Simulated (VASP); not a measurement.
**Li2LuSe2Cl: single point with PBE**

Li2LuSe2Cl:

```
CELL_PARAMETERS angstrom
5.77810 0.00000 0.00000
0.00000 5.77810 0.00000
0.00000 0.00000 5.21316
ATOMIC_POSITIONS crystal
Li 0.00000 0.50000 0.50000
Li 0.50000 0.00000 0.50000
Lu 0.50000 0.50000 0.50000
Se 0.00000 0.00000 0.50000
Se 0.00000 0.00000 0.00000
Cl 0.50000 0.50000 0.00000
```

The cell was built from a structure type or drawn by symmetry, and may not be a known phase.

| Property | Result |
| --- | --- |
| Program | VASP 6.6.1 |
| Task | single point |
| Functional | PBE |
| Potentials or basis | VASP PAW PBE potentials, release 64 (Li_sv, Lu, Se, Cl) |
| Cutoff | 520 eV |
| k mesh | 8 × 8 × 8 |
| Occupations | gaussian, width 0.1 eV |
| Spin | no spin polarisation |
| Dipole correction | no |
| Further INCAR settings | ALGO = Normal; EDIFF = 1e-07; NBANDS = 34 |

```
Band gap on the k mesh : zero (bands 25 and 26 overlap by 0.40 eV)
```

Levels at points of the mesh, in eV from the Fermi level:
| k point | band 21 | band 22 | band 23 | band 24 | band 25 | band 26 | band 27 | band 28 | band 29 | band 30 |
| --- | --- | --- | --- | --- | --- | --- | --- | --- | --- | --- |
| (0.00, 0.00, 0.00) | -3.29 | -3.29 | -2.01 | -0.14 | 0.10 | 0.10 | 0.81 | 0.88 | 0.88 | 2.42 |
| (0.50, 0.00, 0.00) | -4.04 | -3.49 | -0.71 | 0.03 | 0.10 | 0.45 | 0.64 | 0.92 | 1.07 | 1.67 |
| (0.50, 0.50, 0.00) | -3.29 | -3.29 | -1.90 | 0.06 | 0.06 | 0.25 | 0.48 | 0.48 | 0.48 | 2.41 |
| (0.00, 0.00, 0.50) | -2.95 | -1.56 | -1.05 | -1.05 | -0.82 | -0.30 | 0.08 | 0.91 | 2.01 | 2.41 |
| (0.50, 0.00, 0.50) | -3.00 | -1.55 | -1.16 | -0.79 | -0.30 | -0.22 | 0.58 | 0.87 | 1.52 | 1.72 |
| (0.50, 0.50, 0.50) | -3.05 | -1.56 | -1.23 | -1.23 | -0.75 | -0.30 | 0.30 | 0.62 | 2.17 | 2.17 |

It took 6.9 min on 1 thread of AMD EPYC 9R45 96-Core Processor (Zen 5), on a shared host, peak memory 0.59 GiB.

Caveat: spin-orbit coupling is left out, which moves the levels of the heavy elements.
